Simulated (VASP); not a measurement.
Wanted: the native input for a VASP 6.6.1 run.

| Property | Result |
| --- | --- |
| Task | relaxation of cell and atoms |
| Functional | PBE |
| Potentials or basis | VASP PAW PBE potentials, release 64 (Sb, S) |
| Cutoff | 600 eV |
| k mesh | 12 × 12 × 14 |
| Occupations | gaussian, width 0.1 eV |
| Spin | no spin polarisation |
| Dipole correction | no |
| Further INCAR settings | ALGO = Normal; EDIFF = 1e-06; IBRION = 2; EDIFFG = -0.01; NSW = 100; ISIF = 3 |

The structure of SbS3 lies in POSCAR:

```
SbS3
1.0
    5.5180072074      0.0000000000      0.0000000000
   -2.7590036037      4.7787344199      0.0000000000
    0.0000000000      0.0000000000      3.2704489741
Sb S
1 3
Direct
    0.0000000000      0.0000000000      0.5000000000
    0.5000000000      0.0000000000      0.5000000000
    0.0000000000      0.5000000000      0.5000000000
    0.5000000000      0.5000000000      0.5000000000
```

The cell was generated, and may not be a known phase.

The input as run:

INCAR

```
ALGO = Normal
EDIFF = 1E-6
EDIFFG = -0.01
ENCUT = 600
GGA = PE
IBRION = 2
ISIF = 3
ISMEAR = 0
LASPH = True
LCHARG = False
LREAL = False
LWAVE = False
NELM = 80
NSW = 100
PREC = Accurate
SIGMA = 0.1
```

KPOINTS

```
k-points
0
Gamma
  12 12 14
```

Potentials or basis: VASP PAW PBE potentials, release 64 (Sb, S).

The run is started by

```bash
$ cat potpaw_PBE.64/Sb/POTCAR potpaw_PBE.64/S/POTCAR > POTCAR
$ mpirun -np 1 vasp_std > vasp.out
```

It gave:

```
Relaxed volume                        : 21.49 Å³/atom
Relaxed cell                          : a = 5.511 Å, b = 5.511 Å, c = 3.268 Å, α = 90.00°, β = 90.00°, γ = 120.00°
Space group after relaxing (to 0.1 Å) : P6/mmm (No. 191)
Energy gained by relaxing             : 0.0 meV/atom
Ionic steps                           : 3
Pressure after relaxing               : 0.0 GPa
Band gap on the k mesh                : zero (an odd number of electrons rules out a gap without spin polarisation)
```

Caveat: spin-orbit coupling is left out, which moves the levels of the heavy elements.

Wall time 3.9 min on 1 thread of AMD EPYC 9R45 96-Core Processor (Zen 5) (shared host), peak memory 0.39 GiB.
